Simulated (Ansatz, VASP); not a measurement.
One calculation of Cs, two programs

File INCAR:

```
SYSTEM = Cs
ALGO = Normal
EDIFF = 1E-6
ENCUT = 520
GGA = PS
ISIF = 2
ISMEAR = -1
LASPH = .True.
LCHARG = .False.
LREAL = .False.
LWAVE = .False.
NBANDS = 16
NELM = 100
PREC = Accurate
SIGMA = 0.1
```

File KPOINTS:

```
k-points
0
Gamma
  6 6 6
  0 0 0
```

File POSCAR:

```
Cs
1.0
    0.0000000000      5.3000517227      5.3000517227
    5.3000517227      0.0000000000      5.3000517227
    5.3000517227      5.3000517227      0.0000000000
Cs
2
Direct
    0.1250000000      0.1250000000      0.1250000000
    0.8750000000      0.8750000000      0.8750000000
```

Input for Ansatz:

```yaml
crystal:
  lattice:
    - [0.0, 5.3000517227, 5.3000517227]
    - [5.3000517227, 0.0, 5.3000517227]
    - [5.3000517227, 5.3000517227, 0.0]
  atoms:
    - { symbol: Cs, position: [0.125, 0.125, 0.125] }
    - { symbol: Cs, position: [0.875, 0.875, 0.875] }
hamiltonian:
  xc: pbesol
  pseudopotentials:
    kind: paw
    azcp:
      Cs: "pseudopotentials/Cs.paw.azcp"
basis:
  ecutwfc: 420
  fft_grid_basis: typed
kpoints:
  mp_grid: { grid: [6, 6, 6], shift: [0, 0, 0] }
magnetization:
  spin_polarized: false
scf:
  occupations: { method: fermi_dirac, width: 0.1 }
  lower_state_search: "off"
output:
  stress: true
```

Alike in both runs: task single point; functional PBEsol; k mesh 6 × 6 × 6; occupations fermi-dirac, width 0.1 eV; no spin polarisation.

|  | VASP | Ansatz |
| --- | --- | --- |
| version | VASP 6.6.1 | Ansatz 0.2.0 |
| potentials or method | VASP PAW PBE potentials, release 64 (Cs_sv), cutoff 520 eV | plane waves (420 eV) with PAW, scalar-relativistic |
| valence electrons in the cell | 18 | 18 |

|  | VASP | Ansatz | Ansatz less VASP |
| --- | --- | --- | --- |
| pressure (GPa) | 0.1 | 0.1 | 0.00 |

VASP's potentials were made for PBE, not for PBEsol, and Ansatz warns of the same on its side.

Spin-orbit coupling is off throughout.
